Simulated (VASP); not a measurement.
# Ga3As3O: single point with PBE

Ga3As3O, a slab with vacuum:

```xyz
7
Lattice="4.0630 0.0000 0.0000 0.0000 5.7459 0.0000 0.0000 0.0000 19.8924" Properties=species:S:1:pos:R:3 pbc="T T T"
Ga    2.0315    2.8729    4.0000
Ga    0.0000    0.3654    6.2586
Ga    2.0315    2.8028    7.5515
As    0.0000    1.4365    4.0000
As    2.0315    4.6517    5.8594
As    0.0000    1.6629    8.3924
O     1.3543    6.4512    9.1364
```

| Property | Result |
| --- | --- |
| Program | VASP 6.6.1 |
| Task | single point |
| Functional | PBE |
| Potentials or basis | VASP PAW PBE potentials, release 64 (Ga_d, As, O) |
| Cutoff | 520 eV |
| k mesh | 7 × 5 × 1 |
| Occupations | gaussian, width 0.05 eV |
| Spin | collinear spin, ferromagnetic start |
| Starting moments | [0.0, 0.0, 0.0, 0.0, 0.0, 0.0, 2.0] μB |
| Dipole correction | yes |
| Further INCAR settings | ALGO = Normal; EDIFF = 1e-06; NBANDS = 43; NELMDL = -8 |

```yaml
Largest_force: 2.553 eV/Å
Band_gap_on_the_k_mesh: 0.47 eV (least direct gap 0.57 eV)
Net_moment: 0.00 μB per cell
Valence_electrons_inside_the_program's_atomic_spheres: Ga 11.52, 11.61, 11.54; As 2.74, 2.76, 2.72; O 4.86
```

Forces in eV/Å, atoms in the order of the input:
```
Ga  -0.046 -0.348  0.866
Ga  -0.237  0.007 -0.213
Ga  -0.869  0.611  0.165
As   0.029  0.352 -0.986
As   0.322  0.202 -0.227
As   2.197 -1.260  0.322
O   -1.397  0.436  0.073
```

Levels at points of the mesh, in eV from the valence-band top:
Spin up:
| k point | band 28 | band 29 | band 30 | band 31 | band 32 | band 33 |
| --- | --- | --- | --- | --- | --- | --- |
| (0.00, 0.00, 0.00) | -0.62 | -0.20 | -0.13 | 0.67 | 1.19 | 2.35 |
Spin down:
```tsv
k point	band 28	band 29	band 30	band 31	band 32	band 33
(0.00, 0.00, 0.00)	-0.62	-0.20	-0.13	0.67	1.19	2.35
```

Wall time 13 min on 4 MPI ranks on Intel(R) Xeon(R) Platinum 8259CL CPU @ 2.50GHz (Skylake/Cascade Lake), on a shared host, peak memory 1 GiB a rank.
